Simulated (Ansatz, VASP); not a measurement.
**ZnS: VASP beside Ansatz**

File POSCAR:

```
ZnS
1.0
   -3.8087369231      0.0000000000      0.0000000000
   -1.9043684615     -3.2984629317      0.0000000000
    0.0000000000      0.0000000000     13.2164651483
Zn S
4 4
Direct
    1.0000000000      1.0000000000      0.6190230963
    0.0000000000      0.0000000000      0.1473967950
    0.3333333333      0.3333333333      0.8547949556
    0.6666666667      0.6666666667      0.3831686543
    0.0000000000      1.0000000000      0.7955261752
    0.0000000000      0.0000000000      0.3238998739
    0.3333333333      0.3333333333      0.0884099783
    0.6666666667      0.6666666667      0.5600362796
```

Contents of INCAR.step1:

```
ALGO = Normal ; EDIFF = 1E-4
ENCUT = 520 ; GGA = PE
ISMEAR = 0 ; LASPH = T
LCHARG = F ; LREAL = F
LWAVE = T ; NBANDS = 46
NELM = 60 ; PREC = Accurate
SIGMA = 0.05
```

The input INCAR.step2:

```
ALGO = Normal ; EDIFF = 1E-6
ENCUT = 520 ; ISIF = 2
ISMEAR = 0 ; ISTART = 1
LASPH = T ; LCHARG = F
LMIXTAU = T ; LREAL = F
LWAVE = F ; METAGGA = R2SCAN
NBANDS = 46 ; NELM = 60
PREC = Accurate ; SIGMA = 0.05
```

The input KPOINTS:

```
k-points
0
Gamma
  7 7 2
```

Input for Ansatz:

```yaml
crystal:
  lattice:
    - [-3.8087369231, 0.0, 0.0]
    - [-1.9043684615, -3.2984629317, 0.0]
    - [0.0, 0.0, 13.2164651483]
  atoms:
    - { symbol: Zn, position: [1.0, 1.0, 0.6190230963] }
    - { symbol: Zn, position: [0.0, 0.0, 0.147396795] }
    - { symbol: Zn, position: [0.3333333333, 0.3333333333, 0.8547949556] }
    - { symbol: Zn, position: [0.6666666667, 0.6666666667, 0.3831686543] }
    - { symbol: S, position: [0.0, 1.0, 0.7955261752] }
    - { symbol: S, position: [0.0, 0.0, 0.3238998739] }
    - { symbol: S, position: [0.3333333333, 0.3333333333, 0.0884099783] }
    - { symbol: S, position: [0.6666666667, 0.6666666667, 0.5600362796] }
basis:
  ecutwfc: 500
kpoints:
  mp_grid: { grid: [7, 7, 2] }
hamiltonian:
  xc: r2scan
scf:
  occupations: { method: gaussian, width: 0.05 }
output:
  forces: true
  stress: true
  eigenvalues: true
```

Alike in both runs: task single point; functional r2SCAN; k mesh 7 × 7 × 2; occupations gaussian, width 0.05 eV; no spin polarisation.

```csv
,VASP,Ansatz
version,VASP 6.6.1,Ansatz 0.2.0
potentials or method,"VASP PAW PBE potentials, release 64 (Zn, S), cutoff 520 eV","scalar-relativistic, plane waves, PAW"
valence electrons in the cell,72,72
```

|  | VASP | Ansatz | Ansatz less VASP |
| --- | --- | --- | --- |
| gap on the k mesh at the Fermi level (eV) | 1.38 | 1.38 | 0.000 |
| least direct gap on the mesh (eV) | 1.38 | 1.38 | 0.000 |
| pressure (GPa) | -1.6 | -1.6 | -0.02 |
| traceless stress, the component that is largest in VASP (GPa) | -1.60 | -1.61 | -0.012 |
| rms of the force components (eV/Å) | 0.342 | 0.343 | +0.0009 |

VASP's potentials were made for PBE, not for r2SCAN. Atom by atom the forces differ by 0.008 eV/Å (rms over components). With one functional, cell and mesh, what is left measures potentials, basis and numerics.
